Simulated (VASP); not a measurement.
# WBrCl3 (Fm-3m) in VASP: single point with PBE

Aim: the single point of WBrCl3 with PBE.

Everything below comes from runs of VASP 6.6.1. Logs are shortened: lines on timing, memory, paths and dates and some standing lists are left out, and cuts for length are marked.

### 1 The cell of the first run

The structure is cubic, space group Fm-3m (No. 225). Conventional cell: a = 10.757 Å, b = 10.757 Å, c = 10.757 Å, α = 90.00°, β = 90.00°, γ = 90.00°. Within 3.7 Å of W (site symmetry m-3m) lie 6 Cl at 2.80 Å. W (site symmetry m-3m) has 6 Cl at 2.58 Å within 3.4 Å. Within 5.0 Å of Br (site symmetry -43m) lie 12 Cl at 3.80 Å and 8 W at 4.66 Å. Cl (site symmetry 4mm) has 2 W at 2.58 to 2.80 Å within 3.4 Å.

The cell was built from a structure type or drawn by symmetry, and may not be a known phase.

### 2 Single point, PBE

File INCAR:

```
SYSTEM = WBrCl3
PREC = Accurate
ENCUT = 520
EDIFF = 1E-6
ISMEAR = 0
SIGMA = 0.1
LREAL = .False.
LASPH = .True.
NELM = 100
ALGO = Normal
ISIF = 2
LWAVE = .False.
LCHARG = .False.
GGA = PE
NBANDS = 53
```

File KPOINTS:

```
regular mesh
0
Gamma
  4 4 4
  0 0 0
```

File POSCAR:

```
WBrCl3
1.0
    0.0000000000      5.3786330000      5.3786330000
    5.3786330000      0.0000000000      5.3786330000
    5.3786330000      5.3786330000      0.0000000000
W Br Cl
2 2 6
Direct
    0.5000000000      0.5000000000      0.5000000000
    0.0000000000      0.0000000000      0.0000000000
    0.7500000000      0.7500000000      0.7500000000
    0.2500000000      0.2500000000      0.2500000000
    0.7602279900      0.2397720100      0.2397720100
    0.2397720100      0.2397720100      0.7602279900
    0.2397720100      0.7602279900      0.7602279900
    0.2397720100      0.7602279900      0.2397720100
    0.7602279900      0.2397720100      0.7602279900
    0.7602279900      0.7602279900      0.2397720100
```

Potentials or basis: VASP PAW PBE potentials, release 64 (W_sv, Br, Cl).

On the command line:

```bash
$ cat potpaw_PBE.64/W_sv/POTCAR potpaw_PBE.64/Br/POTCAR potpaw_PBE.64/Cl/POTCAR > POTCAR
$ mpirun -np 1 vasp_std > vasp.out
```

OUTCAR:

```text
SYSTEM = WBrCl3
   PREC = Accurate
   ENCUT = 520
   EDIFF = 1E-6
   ISMEAR = 0
   LREAL = .False.
   LASPH = .True.
   NELM = 100
   ISIF = 2
   GGA = PE

 ion  position               nearest neighbor table
   1  0.500  0.500  0.500-   5 2.80   6 2.80   7 2.80   8 2.80   9 2.80  10 2.80
   2  0.000  0.000  0.000-   5 2.58   6 2.58   7 2.58   8 2.58   9 2.58  10 2.58
   3  0.750  0.750  0.750-
   4  0.250  0.250  0.250-
   5  0.760  0.240  0.240-   2 2.58   1 2.80
   6  0.240  0.240  0.760-   2 2.58   1 2.80
   7  0.240  0.760  0.760-   2 2.58   1 2.80
   8  0.240  0.760  0.240-   2 2.58   1 2.80
   9  0.760  0.240  0.760-   2 2.58   1 2.80
  10  0.760  0.760  0.240-   2 2.58   1 2.80

  LATTYP: Found a face centered cubic cell.
 ALAT       =    10.7572660000

  Lattice vectors:

 A1 = (   0.0000000000,   5.3786330000,   5.3786330000)
 A2 = (   5.3786330000,   0.0000000000,   5.3786330000)
 A3 = (   5.3786330000,   5.3786330000,   0.0000000000)

Analysis of symmetry for initial positions (statically):
=====================================================================
 Subroutine PRICEL returns:
 Original cell was already a primitive cell.

 Routine SETGRP: Setting up the symmetry group for a
 face centered cubic supercell.

 Subroutine GETGRP returns: Found 48 space group operations
 (whereof 48 operations were pure point group operations)
 out of a pool of 48 trial point group operations.

The static configuration has the point symmetry O_h .

Analysis of symmetry for dynamics (positions and initial velocities):
=====================================================================
 Subroutine PRICEL returns:
 Original cell was already a primitive cell.

 Routine SETGRP: Setting up the symmetry group for a
 face centered cubic supercell.

 Subroutine GETGRP returns: Found 48 space group operations
 (whereof 48 operations were pure point group operations)
 out of a pool of 48 trial point group operations.

The dynamic configuration has the point symmetry O_h .

 Subroutine INISYM returns: Found 48 space group operations
 (whereof 48 operations are pure point group operations),
 and found     1 'primitive' translations

----------------------------------------------------------------------------------------

                                     Primitive cell

  volume of cell :     311.2044

  direct lattice vectors                    reciprocal lattice vectors
     0.000000000  5.378633000  5.378633000    -0.092960423  0.092960423  0.092960423
     5.378633000  0.000000000  5.378633000     0.092960423 -0.092960423  0.092960423
     5.378633000  5.378633000  0.000000000     0.092960423  0.092960423 -0.092960423

  length of vectors
     7.606535736  7.606535736  7.606535736     0.161012176  0.161012176  0.161012176

  position of ions in fractional coordinates (direct lattice)
     0.500000000  0.500000000  0.500000000
     0.000000000  0.000000000  0.000000000
     0.750000000  0.750000000  0.750000000
     0.250000000  0.250000000  0.250000000
     0.760227990  0.239772010  0.239772010
     0.239772010  0.239772010  0.760227990
     0.239772010  0.760227990  0.760227990
     0.239772010  0.760227990  0.239772010
     0.760227990  0.239772010  0.760227990
     0.760227990  0.760227990  0.239772010

  ion indices of the primitive-cell ions
   primitive index   ion index
                 1           1
                 2           2
                 3           3
                 4           4
                 5           5
                 6           6
                 7           7
                 8           8
                 9           9
                10          10

----------------------------------------------------------------------------------------

 KPOINTS: regular mesh

Automatic generation of k-mesh.
 Grid dimensions read from file:
 generate k-points for:    4    4    4

 Generating k-lattice:

  Cartesian coordinates                     Fractional coordinates (reciprocal lattice)
    -0.023240106  0.023240106  0.023240106     0.250000000  0.000000000  0.000000000
     0.023240106 -0.023240106  0.023240106     0.000000000  0.250000000  0.000000000
     0.023240106  0.023240106 -0.023240106     0.000000000  0.000000000  0.250000000

  Length of vectors
     0.040253044  0.040253044  0.040253044

  Shift w.r.t. Gamma in fractional coordinates (k-lattice)
     0.000000000  0.000000000  0.000000000

 Subroutine IBZKPT returns following result:
 ===========================================

 Found      8 irreducible k-points:

 Following reciprocal coordinates:
            Coordinates               Weight
  0.000000  0.000000  0.000000      1.000000
  0.250000  0.000000  0.000000      8.000000
  0.500000  0.000000  0.000000      4.000000
  0.250000  0.250000  0.000000      6.000000
  0.500000  0.250000  0.000000     24.000000
 -0.250000  0.250000  0.000000     12.000000
  0.500000  0.500000  0.000000      3.000000
 -0.250000  0.500000  0.250000      6.000000
   k-points           NKPTS =      8   k-points in BZ     NKDIM =      8   number of bands    NBANDS=     53
   number of dos      NEDOS =    301   number of ions     NIONS =     10
   total plane-waves  NPLWV = 216000
   dimension x,y,z NGX =    60 NGY =   60 NGZ =   60
   dimension x,y,z NGXF=   120 NGYF=  120 NGZF=  120
   ions per type =               2   2   6
   NGX,Y,Z   is equivalent  to a cutoff of  13.11, 13.11, 13.11 a.u.
   NGXF,Y,Z  is equivalent  to a cutoff of  26.23, 26.23, 26.23 a.u.
 SYSTEM =  WBrCl3
   PREC   = accura    normal or accurate (medium, high low for compatibility)
   ISTART =      0    job   : 0-new  1-cont  2-samecut
   ICHARG =      2    charge: 1-file 2-atom 10-const
   ISPIN  =      1    spin polarized calculation?
   LNONCOLLINEAR =      F non collinear calculations
   LSORBIT =      F    spin-orbit coupling
   LASPH  =      T    aspherical Exc in radial PAW
   ENCUT  =  520.0 eV  38.22 Ry    6.18 a.u.  14.14 14.14 14.14*2*pi/ulx,y,z
   NELM   =    100;   NELMIN=  2; NELMDL= -5     # of ELM steps
   EDIFF  = 0.1E-05   stopping-criterion for ELM
   LREAL  =      F    real-space projection
   EDIFFG = 0.1E-04   stopping-criterion for IOM
   NSW    =      0    number of steps for IOM
   IBRION =     -1    ionic relax: 0-MD 1-quasi-New 2-CG
   NFREE  =      0    steps in history (QN), initial steepest desc. (CG)
   ISIF   =      2    stress and relaxation
   ISYM   =      2    0-nonsym 1-usesym 2-fastsym
   POTIM  = 0.5000    time-step for ionic-motion
   TEBEG  =    0.0;   TEEND  =   0.0 temperature during run
   PSTRESS=    0.0 pullay stress
   NELECT =      84.0000    total number of electrons
   NUPDOWN=      -1.0000    fix difference up-down
   EMIN   =  10.00;   EMAX   =-10.00  energy-range for DOS
   EFERMI =   0.00;   METHOD = LEGACY
   ISMEAR =     0;   SIGMA  =   0.10  broadening in eV -4-tet -1-fermi 0-gaus
   EFERMI_NEDOS =   21; number of points for ismear=-14 and -15
   IALGO  =     38    algorithm
   IMIX   =      4    mixing-type and parameters
     AMIX     =   0.40;   BMIX     =  1.00
     AMIX_MAG =   1.60;   BMIX_MAG =  1.00
  volume/ion in A,a.u.               =      31.12       210.01
  Fermi-wavevector in a.u.,A,eV,Ry     =   1.058001  1.999332 15.229896  1.119366
  Thomas-Fermi vector in A             =   2.193294
   LORBIT       =      0    0 simple, 1 ext, 2 COOP (PROOUT), +10 PAW based schemes
   GGA     = PE    functional components
   LHFCALC =     F    Hartree Fock is set to
   AEXX    =    0.0000 exact exchange contribution
   IVDW    =     0    specifies the selected vdW correction
   LEPSILON=     F    determine dielectric tensor
   LRPA    =     F    only Hartree local field effects (RPA)
 non-spin polarized calculation
 Gauss-broadening in eV      SIGMA  =   0.10
  energy-cutoff  :      520.00
  volume of cell :      311.20
 maximum number of plane-waves:      8400
 NGX is ok and might be reduce to    60
   NGX = 29   NGY = 29   NGZ = 29

 number of electron      83.9999999 magnetization

 Free energy of the ion-electron system (eV)
  ---------------------------------------------------
  ext. energy  EPLUGINS =         0.00000000
  ---------------------------------------------------
  free energy    TOTEN  =       -36.40997084 eV

  energy without entropy =      -36.29143135  energy(sigma->0) =      -36.35070110

 E-fermi :   0.5661     XC(G=0):  -8.1305

 val. band max:        0.5637682074   @ k =  -0.2500   0.2500   0.0000
 cond. band min:       0.5666142351   @ k =   0.0000   0.0000   0.0000
 fundamental gap:      0.0028460277
 Fermi energy:         0.5661084677

 k-point     1 :       0.0000    0.0000    0.0000
  band No.  band energies     occupation
      1     -75.1413      2.00000
      2     -74.7476      2.00000
      3     -39.1975      2.00000
      4     -39.1975      2.00000
      5     -39.1975      2.00000
      6     -38.8363      2.00000
[... 45 lines left out ...]
     52       6.0354      0.00000
     53       6.0354      0.00000

 k-point     2 :       0.2500    0.0000    0.0000
  band No.  band energies     occupation
      1     -75.1413      2.00000
      2     -74.7476      2.00000
      3     -39.1975      2.00000
      4     -39.1975      2.00000
      5     -39.1974      2.00000
      6     -38.8363      2.00000
[... 45 lines left out ...]
     52       5.4009      0.00000
     53       6.7804      0.00000
[... 278 lines left out ...]
     52       6.4072      0.00000
     53       7.0048      0.00000

 k-point     8 :      -0.2500    0.5000    0.2500
  band No.  band energies     occupation
      1     -75.1413      2.00000
      2     -74.7476      2.00000
      3     -39.1975      2.00000
      4     -39.1975      2.00000
      5     -39.1975      2.00000
      6     -38.8363      2.00000
[... 45 lines left out ...]
     52       5.6851      0.00000
     53       7.3359      0.00000

------------------------ aborting loop because EDIFF is reached ----------------------------------------

  FORCE on cell =-STRESS in cart. coord.  units (eV):
  Direction    XX          YY          ZZ          XY          YZ          ZX
  --------------------------------------------------------------------------------------
  -------------------------------------------------------------------------------------
  Total      -19.7723206    -19.7723206    -19.7723206      0.0000000     -0.0000000      0.0000000
  in kB     -101.7940736   -101.7940736   -101.7940736      0.0000000     -0.0000000      0.0000000
  external PRESSURE =    -101.7940736 kB  Pullay stress =       0.0000000 kB

 VOLUME and BASIS-vectors are now :
 -----------------------------------------------------------------------------
  energy-cutoff  :      520.00
  volume of cell :      311.20
      direct lattice vectors                 reciprocal lattice vectors
     0.000000000  5.378633000  5.378633000    -0.092960423  0.092960423  0.092960423
     5.378633000  0.000000000  5.378633000     0.092960423 -0.092960423  0.092960423
     5.378633000  5.378633000  0.000000000     0.092960423  0.092960423 -0.092960423

 POSITION                                       TOTAL-FORCE (eV/Angst)
 -----------------------------------------------------------------------------------
      5.37863      5.37863      5.37863         0.000000     -0.000000     -0.000000
      0.00000      0.00000      0.00000         0.000000     -0.000000     -0.000000
      8.06795      8.06795      8.06795         0.000000     -0.000000     -0.000000
      2.68932      2.68932      2.68932         0.000000     -0.000000     -0.000000
      2.57929      5.37863      5.37863        -0.163287     -0.000000     -0.000000
      5.37863      5.37863      2.57929         0.000000     -0.000000     -0.163287
      8.17797      5.37863      5.37863         0.163287     -0.000000     -0.000000
      5.37863      2.57929      5.37863         0.000000     -0.163287     -0.000000
      5.37863      8.17797      5.37863         0.000000      0.163287     -0.000000
      5.37863      5.37863      8.17797         0.000000     -0.000000      0.163287
 -----------------------------------------------------------------------------------
    total drift:                               -0.000000     -0.000000     -0.000000

  FREE ENERGIE OF THE ION-ELECTRON SYSTEM (eV)
  ---------------------------------------------------
  free  energy   TOTEN  =       -36.4099708380 eV

  energy  without entropy=      -36.2914313520  energy(sigma->0) =      -36.35070110
```

It took 7.7 min on 1 thread of Intel Xeon 8259CL, shared host; peak memory 0.55 GiB.

What came out:

```yaml
Free_energy: -36.4100 eV
Pressure: -10.2 GPa
Largest_force: 0.163 eV/Å
Band_gap_on_the_k_mesh: zero (bands 42 and 43 overlap by 0.13 eV)
```

Forces on the atoms (eV/Å):
```
W    0.000  0.000  0.000
W    0.000  0.000  0.000
Br   0.000  0.000  0.000
Br   0.000  0.000  0.000
Cl  -0.163  0.000  0.000
Cl   0.000  0.000 -0.163
Cl   0.163  0.000  0.000
Cl   0.000 -0.163  0.000
Cl   0.000  0.163  0.000
Cl   0.000  0.000  0.163
```

Levels at points of the mesh, in eV from the Fermi level:
```tsv
k point	band 40	band 41	band 42	band 43	band 44	band 45
(0.00, 0.00, 0.00)	-0.13	-0.11	-0.11	0.00	0.00	0.00
(0.50, 0.00, 0.00)	-0.13	0.02	0.07	0.07	0.11	0.26
(0.50, 0.50, 0.00)	-0.14	-0.14	-0.10	0.05	0.12	0.12
```

Caveat: the cell stands under tension; spin-orbit coupling is left out, which moves the levels of the heavy elements.
